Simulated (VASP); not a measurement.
Here is a VASP 6.6.1 calculation.

The input POSCAR:

```
Te
1.0
   14.0000000000      0.0000000000      0.0000000000
    0.0000000000     14.4000000000      0.0000000000
    0.0000000000      0.0000000000     14.8000000000
Te
1
Direct
    0.5000000000      0.5000000000      0.5000000000
```

The input INCAR.step1:

```
ALGO = Normal
EDIFF = 1E-4
ENCUT = 520
GGA = PE
ISMEAR = -1
ISPIN = 2
ISYM = 0
LASPH = True
LCHARG = False
LREAL = False
LWAVE = True
MAGMOM = 2
NBANDS = 13
NELM = 150
PREC = Accurate
SIGMA = 0.01
```

File INCAR.step2:

```
ALGO = Normal
EDIFF = 1E-6
ENCUT = 520
ISIF = 2
ISMEAR = -1
ISPIN = 2
ISTART = 1
ISYM = 0
LASPH = True
LCHARG = False
LMIXTAU = True
LORBIT = 11
LREAL = False
LWAVE = False
MAGMOM = 2
METAGGA = R2SCAN
NBANDS = 13
NELM = 150
PREC = Accurate
SIGMA = 0.01
```

Contents of KPOINTS:

```
k-points
0
Gamma
  1 1 1
```

Potentials or basis: VASP PAW PBE potentials, release 64 (Te).

The run is started by

```sh
$ cat potpaw_PBE.64/Te/POTCAR > POTCAR
$ cp INCAR.step1 INCAR
$ mpirun -np 1 vasp_gam > vasp.out
$ cp INCAR.step2 INCAR
$ mpirun -np 1 vasp_gam > vasp.out
```

Estimate the site moments.

Te +0.99 μB.

Estimate the pressure.

0.0 GPa.

Estimate the net moment.

2.00 μB per cell.

What does it give for the band gap on the k mesh?

0.90 eV.

Caveat: the PAW data sets were made with another functional, which shifts forces and pressure a little; spin-orbit coupling is left out, which moves the levels of the heavy elements.
